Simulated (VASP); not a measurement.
Runs of VASP 6.6.1 on CsI. The structure is that of space group Pm-3m (No. 221), or close to it. The cells are those of the table. 

```tsv
task	level	spin	cell	k mesh	cutoff (eV)	smearing	grid for exact exchange (PRECFOCK)	share of exact exchange	gap on the mesh (eV)	pressure (GPa)
single point	PBE	non-collinear, zero start, SOC	a = 4.608 Å, 2 atoms	6 × 6 × 6	500	gaussian 0.01 eV	-	-	-	0.4
single point	PBE0	off	a = 4.608 Å, 2 atoms	4 × 4 × 4	400	gaussian 0.01 eV	Normal	0.25	5.47	0.1
single point	r2SCAN	off	a = 4.608 Å, 2 atoms	6 × 6 × 6	550	fermi-dirac 0.02 eV	-	-	4.50	0.1
relaxation of cell and atoms	r2SCAN	off	relaxed from a = 4.666 Å, 2 atoms	6 × 6 × 6	550	fermi-dirac 0.02 eV	-	-	(a)	0.0
```

Problem. Estimate the missing entries.

Solution. (a) 4.48.

Caveats: the PAW data sets were made with another functional, which shifts forces and pressure a little (at least some runs); spin-orbit coupling is left out, which moves the levels of the heavy elements (at least some runs).

A k mesh can miss the band edges, and rows without SOC leave out spin-orbit coupling on Cs, I.
